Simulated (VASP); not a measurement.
Ir, 2 atoms in the cell. It takes space group P6_3/mmc (No. 194, hexagonal). Conventional cell: a = 2.749 Å, b = 2.749 Å, c = 4.460 Å, α = 90.00°, β = 90.00°, γ = 120.00°. Within 3.6 Å of Ir (site symmetry -6m2) lie 12 Ir at 2.74 to 2.75 Å. 

| Property | Result |
| --- | --- |
| Program | VASP 6.6.1 |
| Task | single point |
| Functional | PBE |
| Potentials or basis | VASP PAW PBE potentials, release 64 (Ir) |
| Cutoff | 520 eV |
| k mesh | 18 × 18 × 10 |
| Occupations | gaussian, width 0.05 eV |
| Spin | non-collinear spin, zero start, spin-orbit coupling |
| Starting moments | [[0.0, 0.0, 0.0], [0.0, 0.0, 0.0]] μB |
| Dipole correction | no |
| Further INCAR settings | ALGO = Normal; EDIFF = 1e-06; NBANDS = 30 |

Potentials or basis: VASP PAW PBE potentials, release 64 (Ir).

The run is started by

```bash
$ cat potpaw_PBE.64/Ir/POTCAR > POTCAR
$ mpirun -np 1 vasp_ncl > vasp.out
```

Hardware: 1 thread of AMD EPYC 9R45 96-Core Processor (Zen 5) (shared host).

Q: How long does it take, and how much memory?

A: It took 3 min on 1 thread of AMD EPYC 9R45 96-Core Processor (Zen 5), on a shared host, peak memory 0.36 GiB. Counts: scf iterations 13, k points 222.
